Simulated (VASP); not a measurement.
**Os: single point with PBE**

Crystal: Os.

```
Os
1.0
     2.75593    0.00000    0.00000
    -1.37796    2.38670    0.00000
     0.00000    0.00000    4.34265
Os
2
Direct
  0.33333 0.66667 0.25000
  0.66667 0.33333 0.75000
```

| Property | Result |
| --- | --- |
| Program | VASP 6.6.1 |
| Task | single point |
| Functional | PBE |
| Potentials or basis | VASP PAW PBE potentials, release 64 (Os) |
| Cutoff | 520 eV |
| k mesh | 13 × 13 × 7 |
| Occupations | fermi-dirac, width 0.1 eV |
| Spin | no spin polarisation |
| Dipole correction | no |
| Further INCAR settings | ALGO = Normal; EDIFF = 1e-07; NBANDS = 15 |

```json
{"Pressure": "-0.2 GPa", "Band gap on the k mesh": "zero (band 8 reaches 11.15 eV, above the bottom of band 9 at 7.45 eV)"}
```

Stress tensor (GPa, compression positive):
```
-0.15  0.00  0.00
 0.00 -0.15  0.00
 0.00  0.00 -0.25
```

Levels at points of the mesh, in eV from the Fermi level:
```tsv
k point	band 4	band 5	band 6	band 7	band 8	band 9	band 10	band 11	band 12	band 13
(0.00, 0.00, 0.00)	-3.03	-2.75	-2.21	-2.21	-1.61	-1.61	-0.01	1.57	1.57	8.79
```

Wall time 13 s on 1 thread of Intel(R) Xeon(R) 6975P-C (Granite Rapids), on a shared host, peak memory 0.15 GiB.

Caveat: spin-orbit coupling is left out, which moves the levels of the heavy elements.
